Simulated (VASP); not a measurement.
## MgO: single point with PBEsol

The system is MgO, a slab with vacuum.

```
Mg O
1.0
     5.89359    0.00000    0.00000
     2.94680    5.10400    0.00000
     0.00000    0.00000   19.01512
Mg O
12 12
Direct
  0.00000 0.00000 0.05259
  0.00000 0.50000 0.05259
  0.50000 0.00000 0.05259
  0.50000 0.50000 0.05259
  0.66667 0.66667 0.18799
  0.66667 0.16667 0.18799
  0.16667 0.66667 0.18799
  0.16667 0.16667 0.18799
  0.33333 0.33333 0.31878
  0.33333 0.83333 0.31878
  0.83333 0.33333 0.31878
  0.83333 0.83333 0.31878
  0.33333 0.83333 0.11586
  0.33333 0.33333 0.11586
  0.83333 0.83333 0.11586
  0.83333 0.33333 0.11586
  0.00000 0.50000 0.24385
  0.00000 0.00000 0.24385
  0.50000 0.50000 0.24385
  0.50000 0.00000 0.24385
  0.66667 0.16667 0.37078
  0.66667 0.66667 0.37078
  0.16667 0.16667 0.37078
  0.16667 0.66667 0.37078
```

```yaml
Program: VASP 6.6.1
Task: single point
Functional: PBEsol
Potentials_or_basis: VASP PAW PBE potentials, release 64 (Mg, O)
Cutoff: 520 eV
k_mesh: 2 × 2 × 1
Occupations: fermi-dirac, width 0.05 eV
Spin: no spin polarisation
```

```json
{
 "Largest force": "1.082 eV/Å",
 "Band gap on the k mesh": "zero (bands 48 and 49 overlap by 0.26 eV)"
}
```

Forces on the atoms (eV/Å):
```
Mg   0.000  0.000  1.082
Mg   0.000  0.000  1.082
Mg   0.000  0.000  1.082
Mg   0.000  0.000  1.082
Mg   0.000  0.000  0.038
Mg   0.000  0.000  0.038
Mg   0.000  0.000  0.038
Mg   0.000  0.000  0.038
Mg   0.000  0.000  0.012
Mg   0.000  0.000  0.012
Mg   0.000  0.000  0.012
Mg   0.000  0.000  0.012
O    0.000  0.000 -1.044
O    0.000  0.000 -1.044
O    0.000  0.000 -1.044
O    0.000  0.000 -1.044
O    0.000  0.000 -0.018
O    0.000  0.000 -0.018
O    0.000  0.000 -0.018
O    0.000  0.000 -0.018
O    0.000  0.000 -0.069
O    0.000  0.000 -0.069
O    0.000  0.000 -0.069
O    0.000  0.000 -0.069
```

Levels at points of the mesh, in eV from the Fermi level:
```csv
k point,band 45,band 46,band 47,band 48,band 49,band 50
"(0.00, 0.00, 0.00)",-0.19,-0.19,-0.19,0.27,0.27,2.39
"(0.50, 0.00, 0.00)",-0.11,-0.11,-0.08,-0.08,0.01,0.01
```

It took 7.1 min on 1 thread of AMD EPYC 9R45 (Zen 5), with other jobs on the host, peak memory 0.61 GiB.

Caveat: the k points lie up to 0.62 Å⁻¹ apart; the PAW data sets were made with another functional, which shifts forces and pressure a little.
